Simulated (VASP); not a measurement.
# Ag2HCl2: single point with PBE+D3(BJ)

System: Ag2HCl2, a slab with vacuum.

```
Ag Cl H
1.0
     3.89662    0.00000    0.00000
     0.00000    3.89662    0.00000
     0.00000    0.00000   20.14787
Ag Cl H
2 2 1
Direct
  0.00000 0.00000 0.19853
  0.50000 0.50000 0.33376
  0.50000 0.50000 0.19853
  0.00000 0.00000 0.33988
  0.00000 0.50000 0.50367
```

```yaml
Program: VASP 6.6.1
Task: single point
Functional: PBE
Dispersion: D3(BJ)
Potentials_or_basis: VASP PAW PBE potentials, release 64 (Ag, Cl, H)
Cutoff: 520 eV
k_mesh: 7 × 7 × 1
Occupations: gaussian, width 0.05 eV
Spin: collinear spin
Starting_moments: "[0.0, 0.0, 0.0, 0.0, 1.0] μB"
Dipole_correction: yes
Further_INCAR_settings: ALGO = Normal; EDIFF = 1e-07; NBANDS = 30
```

```json
{
  "Largest force": "0.264 eV/Å",
  "Band gap on the k mesh": "1.11 eV (least direct gap 2.55 eV)",
  "Net moment": "1.00 μB per cell",
  "Site moments": "Ag +0.00; Cl +0.00, +0.01; H +0.38 μB",
  "Valence electrons inside the program's atomic spheres": "Ag 9.68, 9.69; Cl 5.07; H 0.38",
  "Dispersion energy per atom": "-0.178 eV"
}
```

Forces in eV/Å, atoms in the order of the input:
```
Ag   0.000  0.000  0.258
Ag   0.000  0.000  0.020
Cl   0.000  0.000 -0.264
Cl   0.000  0.000  0.019
H    0.000  0.000 -0.034
```

Levels at points of the mesh, in eV from the valence-band top:
Spin up:
```csv
k point,band 15,band 16,band 17,band 18,band 19,band 20,band 21,band 22,band 23,band 24
"(0.00, 0.00, 0.00)",-2.32,-2.09,-1.91,-1.91,-1.44,1.20,2.29,4.75,5.19,5.97
```
Spin down:
| k point | band 15 | band 16 | band 17 | band 18 | band 19 | band 20 | band 21 | band 22 |
| --- | --- | --- | --- | --- | --- | --- | --- | --- |
| (0.00, 0.00, 0.00) | -2.19 | -1.91 | -1.91 | -1.44 | 1.11 | 2.17 | 4.05 | 4.79 |

Run time: 4.7 min on 1 thread of Intel(R) Xeon(R) 6975P-C (Granite Rapids), on a shared host, peak memory 0.59 GiB.
